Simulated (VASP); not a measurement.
# SnSe (I4/mmm) in VASP: relaxation of the atoms with PBE

Aim: the relaxation of the atoms of SnSe with PBE.

Program: VASP 6.6.1. These are calculated values, not measurements. Logs are shortened: lines on timing, memory, paths and dates and some standing lists are left out, and cuts for length are marked.

### 1 The cell of the first run

It takes space group I4/mmm (No. 139, tetragonal). Conventional cell: a = 4.257 Å, b = 4.257 Å, c = 6.201 Å, α = 90.00°, β = 90.00°, γ = 90.00°. Within 4.0 Å of Sn (site symmetry 4/mmm) lie 6 Se at 3.01 to 3.10 Å. Within 4.0 Å of Se (site symmetry 4/mmm) lie 6 Sn at 3.01 to 3.10 Å.

### 2 Relaxation of the atoms, PBE (z stretched by +3 %)

The input, INCAR:

```
ALGO = Normal
EDIFF = 1E-7
EDIFFG = -0.02
ENCUT = 450
GGA = PE
GGA_COMPAT = F
IBRION = 2
ISIF = 2
ISMEAR = -1
LASPH = T
LCHARG = F
LREAL = F
LWAVE = F
NELM = 120
NELMIN = 4
NSW = 80
PREC = Accurate
SIGMA = 0.02
```

The input, KPOINTS:

```
k-points
0
Gamma
  13 13 13
```

The input, POSCAR:

```
SnSe
1.0
    0.0000000000      3.0100000000      3.1003000000
    3.0100000000      0.0000000000      3.1003000000
    3.0100000000      3.0100000000      0.0000000000
Sn Se
1 1
Direct
    0.0000000000      0.0000000000      0.0000000000
    0.5000000000      0.5000000000      0.5000000000
```

Potentials or basis: VASP PAW PBE potentials, release 64 (Sn_d, Se).

Command:

```
> cat potpaw_PBE.64/Sn_d/POTCAR potpaw_PBE.64/Se/POTCAR > POTCAR
> mpirun -np 1 vasp_std > vasp.out
```

OUTCAR:

```text
EDIFF = 1E-7
   EDIFFG = -0.02
   ENCUT = 450
   GGA = PE
   IBRION = 2
   ISIF = 2
   ISMEAR = -1
   LASPH = T
   LREAL = F
   NELM = 120
   NELMIN = 4
   NSW = 80
   PREC = Accurate

 ion  position               nearest neighbor table
   1  0.000  0.000  0.000-   2 3.01   2 3.01   2 3.01   2 3.01   2 3.10   2 3.10
   2  0.500  0.500  0.500-   1 3.01   1 3.01   1 3.01   1 3.01   1 3.10   1 3.10

  LATTYP: Found a body centered tetragonal cell.
 ALAT       =     4.2567828227
 C/A-ratio  =     1.4566399692

  Lattice vectors:

 A1 = (  -3.0100000000,   0.0000000000,   3.1003000000)
 A2 = (   3.0100000000,   0.0000000000,   3.1003000000)
 A3 = (   0.0000000000,   3.0100000000,  -3.1003000000)

Analysis of symmetry for initial positions (statically):
=====================================================================
 Subroutine PRICEL returns:
 Original cell was already a primitive cell.

 Routine SETGRP: Setting up the symmetry group for a
 body centered tetragonal supercell.

 Subroutine GETGRP returns: Found 16 space group operations
 (whereof 16 operations were pure point group operations)
 out of a pool of 16 trial point group operations.

The static configuration has the point symmetry D_4h.

Analysis of symmetry for dynamics (positions and initial velocities):
=====================================================================
 Subroutine PRICEL returns:
 Original cell was already a primitive cell.

 Routine SETGRP: Setting up the symmetry group for a
 body centered tetragonal supercell.

 Subroutine GETGRP returns: Found 16 space group operations
 (whereof 16 operations were pure point group operations)
 out of a pool of 16 trial point group operations.

The dynamic configuration has the point symmetry D_4h.

 Subroutine INISYM returns: Found 16 space group operations
 (whereof 16 operations are pure point group operations),
 and found     1 'primitive' translations

----------------------------------------------------------------------------------------

                                     Primitive cell

  volume of cell :      56.1781

  direct lattice vectors                    reciprocal lattice vectors
     0.000000000  3.010000000  3.100300000    -0.166112957  0.166112957  0.161274715
     3.010000000  0.000000000  3.100300000     0.166112957 -0.166112957  0.161274715
     3.010000000  3.010000000  0.000000000     0.166112957  0.166112957 -0.161274715

  length of vectors
     4.321106350  4.321106350  4.256782823     0.284950106  0.284950106  0.284950106

  position of ions in fractional coordinates (direct lattice)
     0.000000000  0.000000000  0.000000000
     0.500000000  0.500000000  0.500000000

  ion indices of the primitive-cell ions
   primitive index   ion index
                 1           1
                 2           2

----------------------------------------------------------------------------------------

 KPOINTS: k-points

Automatic generation of k-mesh.
 Grid dimensions read from file:
 generate k-points for:   13   13   13

 Generating k-lattice:

  Cartesian coordinates                     Fractional coordinates (reciprocal lattice)
    -0.012777920  0.012777920  0.012405747     0.076923077  0.000000000  0.000000000
     0.012777920 -0.012777920  0.012405747     0.000000000  0.076923077  0.000000000
     0.012777920  0.012777920 -0.012405747    -0.000000000 -0.000000000  0.076923077

  Length of vectors
     0.021919239  0.021919239  0.021919239

  Shift w.r.t. Gamma in fractional coordinates (k-lattice)
     0.000000000  0.000000000  0.000000000

 Subroutine IBZKPT returns following result:
 ===========================================

 Found    196 irreducible k-points:

 Following reciprocal coordinates:
            Coordinates               Weight
  0.000000  0.000000  0.000000      1.000000
  0.076923 -0.000000  0.000000      8.000000
  0.153846  0.000000  0.000000      8.000000
  0.230769 -0.000000  0.000000      8.000000
  0.307692  0.000000  0.000000      8.000000
  0.384615  0.000000  0.000000      8.000000
[... 16 lines left out ...]
  0.384615  0.153846  0.000000      8.000000
  0.461538  0.153846  0.000000      8.000000
 [... further k-points ...]
   k-points           NKPTS =    196   k-points in BZ     NKDIM =    196   number of bands    NBANDS=     14
   number of dos      NEDOS =    301   number of ions     NIONS =      2
   total plane-waves  NPLWV =  27000
   dimension x,y,z NGX =    30 NGY =   30 NGZ =   30
   dimension x,y,z NGXF=    60 NGYF=   60 NGZF=   60
   ions per type =               1   1
   NGX,Y,Z   is equivalent  to a cutoff of  11.54, 11.54, 11.72 a.u.
   NGXF,Y,Z  is equivalent  to a cutoff of  23.08, 23.08, 23.43 a.u.
 SYSTEM =  unknown system
   PREC   = accura    normal or accurate (medium, high low for compatibility)
   ISTART =      0    job   : 0-new  1-cont  2-samecut
   ICHARG =      2    charge: 1-file 2-atom 10-const
   ISPIN  =      1    spin polarized calculation?
   LNONCOLLINEAR =      F non collinear calculations
   LSORBIT =      F    spin-orbit coupling
   LASPH  =      T    aspherical Exc in radial PAW
   ENCUT  =  450.0 eV  33.07 Ry    5.75 a.u.   7.47  7.47  7.36*2*pi/ulx,y,z
   NELM   =    120;   NELMIN=  4; NELMDL= -5     # of ELM steps
   EDIFF  = 0.1E-06   stopping-criterion for ELM
   LREAL  =      F    real-space projection
   EDIFFG = -.2E-01   stopping-criterion for IOM
   NSW    =     80    number of steps for IOM
   IBRION =      2    ionic relax: 0-MD 1-quasi-New 2-CG
   NFREE  =      1    steps in history (QN), initial steepest desc. (CG)
   ISIF   =      2    stress and relaxation
   ISYM   =      2    0-nonsym 1-usesym 2-fastsym
   POTIM  = 0.5000    time-step for ionic-motion
   TEBEG  =    0.0;   TEEND  =   0.0 temperature during run
   PSTRESS=    0.0 pullay stress
   NELECT =      20.0000    total number of electrons
   NUPDOWN=      -1.0000    fix difference up-down
   EMIN   =  10.00;   EMAX   =-10.00  energy-range for DOS
   EFERMI =   0.00;   METHOD = LEGACY
   ISMEAR =    -1;   SIGMA  =   0.02  broadening in eV -4-tet -1-fermi 0-gaus
   EFERMI_NEDOS =   21; number of points for ismear=-14 and -15
   IALGO  =     38    algorithm
   IMIX   =      4    mixing-type and parameters
     AMIX     =   0.40;   BMIX     =  1.00
     AMIX_MAG =   1.60;   BMIX_MAG =  1.00
  volume/ion in A,a.u.               =      28.09       189.55
  Fermi-wavevector in a.u.,A,eV,Ry     =   1.160279  2.192610 18.316821  1.346248
  Thomas-Fermi vector in A             =   2.296864
   LORBIT       =      0    0 simple, 1 ext, 2 COOP (PROOUT), +10 PAW based schemes
   GGA     = PE    functional components
   LHFCALC =     F    Hartree Fock is set to
   AEXX    =    0.0000 exact exchange contribution
   IVDW    =     0    specifies the selected vdW correction
   LEPSILON=     F    determine dielectric tensor
   LRPA    =     F    only Hartree local field effects (RPA)
 conjugate gradient relaxation of ions
 non-spin polarized calculation
  energy-cutoff  :      450.00
  volume of cell :       56.18
 maximum number of plane-waves:      1255
 NGX is ok and might be reduce to    30
   NGX = 15   NGY = 15   NGZ = 15

 number of electron      19.9999992 magnetization

 Free energy of the ion-electron system (eV)
  ---------------------------------------------------
  ext. energy  EPLUGINS =         0.00000000
  ---------------------------------------------------
  free energy    TOTEN  =        -8.20412905 eV

  energy without entropy =       -8.20412864  energy(sigma->0) =       -8.20412885

 E-fermi :   5.4555     XC(G=0):  -9.4611

 val. band max:        5.2754583668   @ k =  -0.3846   0.0769   0.0000
 cond. band min:       5.6604716520   @ k =  -0.3846   0.0000   0.0769
 fundamental gap:      0.3850132853
 Fermi energy:         5.4554703611

 k-point     1 :       0.0000    0.0000    0.0000
  band No.  band energies     occupation
      1     -16.3532      2.00000
      2     -16.3517      2.00000
      3     -16.3517      2.00000
      4     -16.3411      2.00000
      5     -16.3369      2.00000
      6      -8.4022      2.00000
      7       0.1152      2.00000
      8       3.0728      2.00000
      9       3.0728      2.00000
     10       3.3422      2.00000
     11       9.0406      0.00000
     12       9.7010      0.00000
     13       9.7010      0.00000
     14      11.0293      0.00000

 k-point     2 :       0.0769   -0.0000    0.0000
  band No.  band energies     occupation
      1     -16.3533      2.00000
      2     -16.3515      2.00000
      3     -16.3513      2.00000
      4     -16.3406      2.00000
      5     -16.3371      2.00000
      6      -8.3625      2.00000
      7      -0.1027      2.00000
      8       3.0856      2.00000
      9       3.1787      2.00000
     10       3.4128      2.00000
     11       8.7403      0.00000
     12       9.3361      0.00000
     13       9.3834      0.00000
     14      11.1186      0.00000

 k-point     3 :       0.1538    0.0000    0.0000
  band No.  band energies     occupation
      1     -16.3540      2.00000
      2     -16.3508      2.00000
      3     -16.3503      2.00000
      4     -16.3393      2.00000
      5     -16.3377      2.00000
      6      -8.2480      2.00000
      7      -0.6237      2.00000
      8       3.1245      2.00000
      9       3.2527      2.00000
     10       3.7413      2.00000
     11       8.0896      0.00000
     12       8.6138      0.00000
     13       8.7118      0.00000
     14      11.1565      0.00000

 k-point     4 :       0.2308   -0.0000    0.0000
  band No.  band energies     occupation
      1     -16.3551      2.00000
      2     -16.3499      2.00000
      3     -16.3493      2.00000
      4     -16.3382      2.00000
      5     -16.3371      2.00000
      6      -8.0730      2.00000
      7      -1.2507      2.00000
      8       3.1896      2.00000
      9       3.2807      2.00000
     10       4.1674      2.00000
     11       7.3862      0.00000
     12       7.8746      0.00000
     13       7.9951      0.00000
     14      11.3437      0.00000

 k-point     5 :       0.3077    0.0000    0.0000
  band No.  band energies     occupation
      1     -16.3563      2.00000
      2     -16.3490      2.00000
      3     -16.3489      2.00000
      4     -16.3379      2.00000
      5     -16.3347      2.00000
      6      -7.8654      2.00000
      7      -1.8530      2.00000
      8       3.2749      2.00000
      9       3.3117      2.00000
     10       4.5633      2.00000
     11       6.7541      0.00000
[... 276 lines left out ...]
 k-point    22 :       0.3077    0.1538    0.0000
  band No.  band energies     occupation
      1     -16.3601      2.00000
      2     -16.3463      2.00000
      3     -16.3462      2.00000
      4     -16.3408      2.00000
      5     -16.3351      2.00000
      6      -7.9112      2.00000
      7      -1.3468      2.00000
      8       2.6219      2.00000
      9       2.6781      2.00000
     10       4.0220      2.00000
     11       6.7181      0.00000
     12       8.8130      0.00000
     13       8.9038      0.00000
     14      10.3593      0.00000

 k-point    23 :       0.3846    0.1538    0.0000
  band No.  band energies     occupation
      1     -16.3610      2.00000
      2     -16.3459      2.00000
      3     -16.3458      2.00000
      4     -16.3385      2.00000
      5     -16.3350      2.00000
      6      -7.7187      2.00000
      7      -1.8325      2.00000
      8       2.5684      2.00000
      9       2.6781      2.00000
     10       3.9288      2.00000
     11       6.8126      0.00000
     12       8.3070      0.00000
     13       8.4375      0.00000
     14      10.8628      0.00000

 k-point    24 :       0.4615    0.1538    0.0000
  band No.  band energies     occupation
      1     -16.3612      2.00000
      2     -16.3462      2.00000
      3     -16.3459      2.00000
      4     -16.3359      2.00000
      5     -16.3354      2.00000
      6      -7.5538      2.00000
      7      -2.2213      2.00000
      8       2.3573      2.00000
      9       2.8159      2.00000
     10       4.0569      2.00000
     11       6.7749      0.00000
     12       7.7456      0.00000
     13       8.2388      0.00000
     14      11.6384      0.00000

 [... further k-points ...]
[... 5 lines left out ...]
  --------------------------------------------------------------------------------------
  -------------------------------------------------------------------------------------
  Total        0.2581302      0.2581302     -0.7932088      0.0000000      0.0000000      0.0000000
  in kB        7.3617770      7.3617770    -22.6220206      0.0000000      0.0000000      0.0000000
  external PRESSURE =      -2.6328222 kB  Pullay stress =       0.0000000 kB

 VOLUME and BASIS-vectors are now :
 -----------------------------------------------------------------------------
  energy-cutoff  :      450.00
  volume of cell :       56.18
      direct lattice vectors                 reciprocal lattice vectors
     0.000000000  3.010000000  3.100300000    -0.166112957  0.166112957  0.161274715
     3.010000000  0.000000000  3.100300000     0.166112957 -0.166112957  0.161274715
     3.010000000  3.010000000  0.000000000     0.166112957  0.166112957 -0.161274715

 POSITION                                       TOTAL-FORCE (eV/Angst)
 -----------------------------------------------------------------------------------
      0.00000      0.00000      0.00000         0.000000     -0.000000     -0.000000
      3.01000      3.01000      3.10030        -0.000000      0.000000      0.000000
 -----------------------------------------------------------------------------------
    total drift:                               -0.000000      0.000000      0.000000

  FREE ENERGIE OF THE ION-ELECTRON SYSTEM (eV)
  ---------------------------------------------------
  free  energy   TOTEN  =        -8.2041290545 eV

  energy  without entropy=       -8.2041286359  energy(sigma->0) =       -8.20412885

 reached required accuracy - stopping structural energy minimisation
```

It took 48 s on 1 thread of AMD EPYC 9R45 (Zen 5), shared host; peak memory 0.24 GiB.

Results:

```
Free energy             : -8.2041 eV
Pressure after relaxing : -0.3 GPa
Band gap on the k mesh  : 0.39 eV (least direct gap 0.48 eV)
```

Stress tensor (GPa, compression positive):
```
 0.74  0.00  0.00
 0.00  0.74  0.00
 0.00  0.00 -2.26
```

Final structure:
```
Sn Se
1.0
     0.00000    3.01000    3.10030
     3.01000    0.00000    3.10030
     3.01000    3.01000    0.00000
Sn Se
1 1
Direct
  0.00000 0.00000 0.00000
  0.50000 0.50000 0.50000
```

Caveat: the cell differs from its parent crystal (z stretched by +3 %); semilocal functionals underestimate gaps, and a narrow one can read as zero; spin-orbit coupling is left out, which moves the levels of the heavy elements. A k mesh can miss the band edges.
